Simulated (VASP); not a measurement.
Input of a VASP 6.6.1 run:

The input INCAR:

```
SYSTEM = AlN
  PREC = Accurate
  ENCUT = 520
  EDIFF = 1E-6
  ISMEAR = -1
  SIGMA = 0.05
  LREAL = Auto
  LASPH = .True.
  NELM = 80
  ALGO = Normal
  ISIF = 2
  LWAVE = .False.
  LCHARG = .False.
  GGA = PS
  NBANDS = 246
```

File KPOINTS:

```
Automatic mesh
0
Gamma
  1 1 1
  0.5 0.5 0.5
```

File POSCAR:

```
AlN
1.0
    9.2905570947      0.0000000000      0.0000000000
    0.0000000000     10.8175002257      0.0000000000
    0.0000000000      0.0000000000      9.9925414410
Al N
48 48
Direct
    0.1666667000      0.0832151000      0.2487978000
    0.1666667000      0.0832151000      0.7487978000
    0.0000000000      0.3332151000      0.2487978000
    1.0000000000      0.3332151000      0.7487978000
    0.5000000000      0.0832151000      0.2487978000
    0.5000000000      0.0832151000      0.7487978000
    0.3333333000      0.3332151000      0.2487978000
    0.3333333000      0.3332151000      0.7487978000
    0.1666667000      0.5832151000      0.2487978000
    0.1666667000      0.5832151000      0.7487978000
    0.0000000000      0.8332151000      0.2487978000
    0.0000000000      0.8332151000      0.7487978000
    0.8333333000      0.0832151000      0.2487978000
    0.8333333000      0.0832151000      0.7487978000
    0.6666667000      0.3332151000      0.2487978000
    0.6666667000      0.3332151000      0.7487978000
    0.5000000000      0.5832151000      0.2487978000
    0.5000000000      0.5832151000      0.7487978000
    0.3333333000      0.8332151000      0.2487978000
    0.3333333000      0.8332151000      0.7487978000
    0.8333333000      0.5832151000      0.2487978000
    0.8333333000      0.5832151000      0.7487978000
    0.6666667000      0.8332151000      0.2487978000
    0.6666667000      0.8332151000      0.7487978000
    0.0000000000      0.1667849000      0.4987978000
    0.0000000000      0.1667849000      0.9987978000
    0.3333333000      0.1667849000      0.4987978000
    0.3333333000      0.1667849000      0.9987978000
    0.1666667000      0.4167849000      0.4987978000
    0.1666667000      0.4167849000      0.9987978000
    1.0000000000      0.6667849000      0.4987978000
    0.0000000000      0.6667849000      0.9987978000
    0.6666667000      0.1667849000      0.4987978000
    0.6666667000      0.1667849000      0.9987978000
    0.5000000000      0.4167849000      0.4987978000
    0.5000000000      0.4167849000      0.9987978000
    0.3333333000      0.6667849000      0.4987978000
    0.3333333000      0.6667849000      0.9987978000
    0.1666667000      0.9167849000      0.4987978000
    0.1666667000      0.9167849000      0.9987978000
    0.8333333000      0.4167849000      0.4987978000
    0.8333333000      0.4167849000      0.9987978000
    0.6666667000      0.6667849000      0.4987978000
    0.6666667000      0.6667849000      0.9987978000
    0.5000000000      0.9167849000      0.4987978000
    0.5000000000      0.9167849000      0.9987978000
    0.8333333000      0.9167849000      0.4987978000
    0.8333333000      0.9167849000      0.9987978000
    1.0000000000      0.1673124000      0.1892022000
    0.0000000000      0.1673124000      0.6892022000
    0.3333333000      0.1673124000      0.1892022000
    0.3333333000      0.1673124000      0.6892022000
    0.1666667000      0.4173124000      0.1892022000
    0.1666667000      0.4173124000      0.6892022000
    0.0000000000      0.6673124000      0.1892022000
    0.0000000000      0.6673124000      0.6892022000
    0.6666667000      0.1673124000      0.1892022000
    0.6666667000      0.1673124000      0.6892022000
    0.5000000000      0.4173124000      0.1892022000
    0.5000000000      0.4173124000      0.6892022000
    0.3333333000      0.6673124000      0.1892022000
    0.3333333000      0.6673124000      0.6892022000
    0.1666667000      0.9173124000      0.1892022000
    0.1666667000      0.9173124000      0.6892022000
    0.8333333000      0.4173124000      0.1892022000
    0.8333333000      0.4173124000      0.6892022000
    0.6666667000      0.6673124000      0.1892022000
    0.6666667000      0.6673124000      0.6892022000
    0.5000000000      0.9173124000      0.1892022000
    0.5000000000      0.9173124000      0.6892022000
    0.8333333000      0.9173124000      0.1892022000
    0.8333333000      0.9173124000      0.6892022000
    0.1666667000      0.0826876000      0.4392022000
    0.1666667000      0.0826876000      0.9392022000
    1.0000000000      0.3326876000      0.4392022000
    1.0000000000      0.3326876000      0.9392022000
    0.5000000000      0.0826876000      0.4392022000
    0.5000000000      0.0826876000      0.9392022000
    0.3333333000      0.3326876000      0.4392022000
    0.3333333000      0.3326876000      0.9392022000
    0.1666667000      0.5826876000      0.4392022000
    0.1666667000      0.5826876000      0.9392022000
    1.0000000000      0.8326876000      0.4392022000
    0.0000000000      0.8326876000      0.9392022000
    0.8333333000      0.0826876000      0.4392022000
    0.8333333000      0.0826876000      0.9392022000
    0.6666667000      0.3326876000      0.4392022000
    0.6666667000      0.3326876000      0.9392022000
    0.5000000000      0.5826876000      0.4392022000
    0.5000000000      0.5826876000      0.9392022000
    0.3333333000      0.8326876000      0.4392022000
    0.3333333000      0.8326876000      0.9392022000
    0.8333333000      0.5826876000      0.4392022000
    0.8333333000      0.5826876000      0.9392022000
    0.6666667000      0.8326876000      0.4392022000
    0.6666667000      0.8326876000      0.9392022000
```

Potentials or basis: VASP PAW PBE potentials, release 64 (Al, N).

Run with:

```console
$ cat potpaw_PBE.64/Al/POTCAR potpaw_PBE.64/N/POTCAR > POTCAR
$ mpirun -np 1 vasp_std > vasp.out
```

**Question.** What does it give for the largest force?

**Answer.** 0.007 eV/Å.

**Question.** Estimate the pressure.

**Answer.** 0.0 GPa.

**Question.** Estimate the band gap on the k mesh.

**Answer.** 5.89 eV.

Forces in eV/Å, atoms in the order of the input:
```
Al   0.000  0.006 -0.002
Al   0.000  0.006 -0.002
Al   0.000  0.006 -0.002
Al   0.000  0.006 -0.002
Al   0.000  0.006 -0.002
Al   0.000  0.006 -0.002
Al   0.000  0.006 -0.002
Al   0.000  0.006 -0.002
Al   0.000  0.006 -0.002
Al   0.000  0.006 -0.002
Al   0.000  0.006 -0.002
Al   0.000  0.006 -0.002
Al   0.000  0.006 -0.002
Al   0.000  0.006 -0.002
Al   0.000  0.006 -0.002
Al   0.000  0.006 -0.002
Al   0.000  0.006 -0.002
Al   0.000  0.006 -0.002
Al   0.000  0.006 -0.002
Al   0.000  0.006 -0.002
Al   0.000  0.006 -0.002
Al   0.000  0.006 -0.002
Al   0.000  0.006 -0.002
Al   0.000  0.006 -0.002
Al   0.000 -0.006 -0.002
Al   0.000 -0.006 -0.002
Al   0.000 -0.006 -0.002
Al   0.000 -0.006 -0.002
Al   0.000 -0.006 -0.002
Al   0.000 -0.006 -0.002
Al   0.000 -0.006 -0.002
Al   0.000 -0.006 -0.002
Al   0.000 -0.006 -0.002
Al   0.000 -0.006 -0.002
Al   0.000 -0.006 -0.002
Al   0.000 -0.006 -0.002
Al   0.000 -0.006 -0.002
Al   0.000 -0.006 -0.002
Al   0.000 -0.006 -0.002
Al   0.000 -0.006 -0.002
Al   0.000 -0.006 -0.002
Al   0.000 -0.006 -0.002
Al   0.000 -0.006 -0.002
Al   0.000 -0.006 -0.002
Al   0.000 -0.006 -0.002
Al   0.000 -0.006 -0.002
Al   0.000 -0.006 -0.002
Al   0.000 -0.006 -0.002
N    0.000 -0.003  0.002
N    0.000 -0.003  0.002
N    0.000 -0.003  0.002
N    0.000 -0.003  0.002
N    0.000 -0.003  0.002
N    0.000 -0.003  0.002
N    0.000 -0.003  0.002
N    0.000 -0.003  0.002
N    0.000 -0.003  0.002
N    0.000 -0.003  0.002
N    0.000 -0.003  0.002
N    0.000 -0.003  0.002
N    0.000 -0.003  0.002
N    0.000 -0.003  0.002
N    0.000 -0.003  0.002
N    0.000 -0.003  0.002
N    0.000 -0.003  0.002
N    0.000 -0.003  0.002
N    0.000 -0.003  0.002
N    0.000 -0.003  0.002
N    0.000 -0.003  0.002
N    0.000 -0.003  0.002
N    0.000 -0.003  0.002
N    0.000 -0.003  0.002
N    0.000  0.003  0.002
N    0.000  0.003  0.002
N    0.000  0.003  0.002
N    0.000  0.003  0.002
N    0.000  0.003  0.002
N    0.000  0.003  0.002
N    0.000  0.003  0.002
N    0.000  0.003  0.002
N    0.000  0.003  0.002
N    0.000  0.003  0.002
N    0.000  0.003  0.002
N    0.000  0.003  0.002
N    0.000  0.003  0.002
N    0.000  0.003  0.002
N    0.000  0.003  0.002
N    0.000  0.003  0.002
N    0.000  0.003  0.002
N    0.000  0.003  0.002
N    0.000  0.003  0.002
N    0.000  0.003  0.002
N    0.000  0.003  0.002
N    0.000  0.003  0.002
N    0.000  0.003  0.002
N    0.000  0.003  0.002
```

Caveat: the k points lie up to 0.68 Å⁻¹ apart; the PAW data sets were made with another functional, which shifts forces and pressure a little. A k mesh can miss the band edges.
